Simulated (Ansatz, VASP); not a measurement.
**SiPdC: VASP beside Ansatz**

INCAR

```
SYSTEM = SiPdC
PREC     = Accurate       ! precision mode
ENCUT    = 600            ! plane-wave cutoff, eV
EDIFF    = 1E-6           ! SCF threshold, eV
ISMEAR   = 0              ! smearing method
SIGMA    = 0.1            ! smearing width, eV
LREAL    = .FALSE.        ! projectors in reciprocal space
LASPH    = .TRUE.         ! aspherical terms in the spheres
NELM     = 80             ! most SCF steps
ALGO     = Normal         ! electronic algorithm
ISIF     = 3              ! what is computed and relaxed
LWAVE    = .FALSE.        ! write WAVECAR
LCHARG   = .FALSE.        ! write CHGCAR
GGA      = PE             ! functional
IBRION   = 2              ! ionic algorithm
NSW      = 90             ! ionic steps
EDIFFG   = -0.04          ! ionic threshold
```

KPOINTS

```
regular mesh
0
G
  6 6 4
  0 0 0
```

The input POSCAR:

```
SiPdC
1.0
    3.3756121144      0.0000000000      0.0000000000
    0.0000000000      3.3756121144      0.0000000000
    0.0000000000      0.0000000000      5.8238040877
Si Pd C
2 2 2
Direct
    0.5000000000      0.0000000000      0.2305000000
    0.0000000000      0.5000000000      0.7695000000
    0.5000000000      0.0000000000      0.6480000000
    0.0000000000      0.5000000000      0.3520000000
    0.0000000000      0.0000000000      0.0000000000
    0.5000000000      0.5000000000      0.0000000000
```

Input for Ansatz:

```yaml
crystal:
  lattice:
    - [3.3756121144, 0.0, 0.0]
    - [0.0, 3.3756121144, 0.0]
    - [0.0, 0.0, 5.8238040877]
  atoms:
    - { symbol: Si, position: [0.5, 0.0, 0.2305] }
    - { symbol: Si, position: [0.0, 0.5, 0.7695] }
    - { symbol: Pd, position: [0.5, 0.0, 0.648] }
    - { symbol: Pd, position: [0.0, 0.5, 0.352] }
    - { symbol: C, position: [0.0, 0.0, 0.0] }
    - { symbol: C, position: [0.5, 0.5, 0.0] }
basis:
  ecutwfc: 420
kpoints:
  mp_grid: { grid: [6, 6, 4] }
hamiltonian:
  xc: pbe
scf:
  occupations: { method: gaussian, width: 0.1 }
  lower_state_search: "off"
output:
  forces: true
  stress: true
  eigenvalues: true
relax:
  adjacent_minimum: "off"
  f_tol: 0.04
  max_steps: 70
  cell: { stress_tol: 0.4 }
```

Alike in both runs: task relaxation of cell and atoms; functional PBE; k mesh 6 × 6 × 4; occupations gaussian, width 0.1 eV; no spin polarisation.

```csv
,VASP,Ansatz
version,VASP 6.6.1,Ansatz 0.2.0
potentials or method,"VASP PAW PBE potentials, release 64 (Si, Pd, C), cutoff 600 eV","scalar-relativistic, plane waves, PAW"
valence electrons in the cell,36,52
```

VASP gave:

```
gap on the k mesh at the Fermi level, each at its own relaxed structure (eV) : none
relaxed volume (Å³/atom)                                                     : 12.28
relaxed cell length with the largest relative difference (Å)                 : 5.532
```

Question: Estimate Ansatz's values.

Answer: gap on the k mesh at the Fermi level, each at its own relaxed structure (eV): none; relaxed volume (Å³/atom): 12.29; relaxed cell length with the largest relative difference (Å): 5.509.

A gap of «none» marks a metal or a gap that the smearing closes. VASP's potentials hold 36 valence electrons a cell and Ansatz's 52, so a difference there can come from the potentials and not from the codes.
